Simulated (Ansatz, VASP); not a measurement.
# One calculation of Mo, two programs

File INCAR:

```
SYSTEM = Mo
  ALGO = Normal
  EDIFF = 1E-7
  ENCUT = 520
  GGA = PE
  ISIF = 2
  ISMEAR = -1
  LASPH = .TRUE.
  LCHARG = .FALSE.
  LREAL = .FALSE.
  LWAVE = .FALSE.
  NBANDS = 13
  NELM = 60
  PREC = Accurate
  SIGMA = 0.08
```

File KPOINTS:

```
k-points
0
G
  18 18 16
  0 0 0
```

POSCAR

```
Mo
1.0
    2.6262234165      0.0000000000      0.0000000000
   -1.3131117082      2.2743761947      0.0000000000
    0.0000000000      0.0000000000      2.3904776840
Mo
1
Direct
    0.0000000000      0.0000000000      0.0000000000
```

Input for Ansatz:

```yaml
crystal:
  lattice:
    - [2.6262234165, 0.0, 0.0]
    - [-1.3131117082, 2.2743761947, 0.0]
    - [0.0, 0.0, 2.390477684]
  atoms:
    - { symbol: Mo, position: [0.0, 0.0, 0.0] }
kpoints:
  mp_grid: { grid: [18, 18, 16] }
scf:
  occupations: { method: fermi_dirac, width: 0.08 }
hamiltonian:
  xc: pbe
  pseudopotentials: { kind: paw }
output:
  forces: true
  stress: true
  eigenvalues: true
  populations: true
```

Change from the starting cell: volume scaled by 0.85, PAW files.

Alike in both runs: task single point; functional PBE; k mesh 18 × 18 × 16; occupations fermi-dirac, width 0.08 eV; no spin polarisation.

|  | VASP | Ansatz |
| --- | --- | --- |
| version | VASP 6.6.1 | Ansatz 0.2.0 |
| potentials or method | VASP PAW PBE potentials, release 64 (Mo_sv) | PAW with Ansatz's default frozen-core files, scalar-relativistic |
| plane-wave cutoff (eV) | 520 | 420 |
| valence electrons in the cell | 14 | 14 |

Ansatz gave:

* pressure (GPa): 47.0
* traceless stress, the component that is largest in VASP (GPa): -0.02

**Question.** Estimate VASP's values.

**Answer.** Pressure (GPa): 48.1; traceless stress, the component that is largest in VASP (GPa): 0.54.

Both programs put the cell under a high pressure, so it lies far from rest at this level. The functional is the same, so the differences come from potentials, cutoffs and numerics.
